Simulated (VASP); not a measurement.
A run of VASP 6.6.1 is set up as follows.

The input INCAR:

```
SYSTEM = Na
PREC = Accurate
ENCUT = 520
EDIFF = 1E-7
ISMEAR = -1
SIGMA = 0.1
LREAL = .False.
LASPH = .True.
NELM = 100
ALGO = Normal
ISIF = 2
LWAVE = .False.
LCHARG = .False.
GGA = PE
NBANDS = 14
```

File KPOINTS:

```
regular mesh
0
Gamma
  5 5 5
  0 0 0
```

POSCAR

```
Na
1.0
    0.0000000000      3.7835896697      3.7835896697
    3.7835896697      0.0000000000      3.7835896697
    3.7835896697      3.7835896697      0.0000000000
Na
2
Direct
    0.0000000000      0.0000000000      0.0000000000
    0.2500000000      0.2500000000      0.2500000000
```

Potentials or basis: VASP PAW PBE potentials, release 64 (Na_pv).

Command:

```bash
$ cat potpaw_PBE.64/Na_pv/POTCAR > POTCAR
$ mpirun -np 1 vasp_std > vasp.out
```

Task: Predict the band gap on the k mesh.

Result: Zero (band 7 reaches -0.45 eV, above the bottom of band 8 at -0.52 eV).

Task: What does it give for the pressure?

Result: 0.0 GPa.
